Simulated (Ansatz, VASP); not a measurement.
# F in VASP and in Ansatz

```
F
1.0
     3.16751   -1.76300   -0.24431
     3.16751    1.76300   -0.24431
    -2.39893    0.00000    7.06746
F
4
Direct
  0.08485 0.08485 0.09400
  0.91515 0.91515 0.90600
  0.50157 0.50157 0.59372
  0.49843 0.49843 0.40628
```

Change from the starting cell: volume 19.217 Å^3 an atom, stretch along a over the lengths across it, relative to the relaxed cell 1.0326.

Alike in both runs: task single point; functional PBEsol; k mesh 4 × 4 × 2; occupations gaussian, width 0.05 eV; no spin polarisation.

|  | VASP | Ansatz |
| --- | --- | --- |
| version | VASP 6.6.1 | Ansatz 0.2.0 |
| potentials or method | VASP PAW PBE potentials, release 64 (F), cutoff 520 eV | scalar-relativistic, plane waves, PAW |
| valence electrons in the cell | 28 | 28 |

Ansatz gave:

- gap on the k mesh at the Fermi level (eV): 3.21
- least direct gap on the mesh (eV): 3.30
- pressure (GPa): 0.6
- traceless stress, the component that is largest in VASP (GPa): 1.00
- rms of the force components (eV/Å): 0.189

Which values does VASP return?

gap on the k mesh at the Fermi level (eV): 3.13; least direct gap on the mesh (eV): 3.22; pressure (GPa): 1.0; traceless stress, the component that is largest in VASP (GPa): 2.40; rms of the force components (eV/Å): 0.449.

VASP's potentials were made for PBE, not for PBEsol. Atom by atom the forces differ by 0.260 eV/Å (rms over components). With one functional, cell and mesh, what is left measures potentials, basis and numerics.

The k mesh is coarse, so the values compare programs but aren't converged.
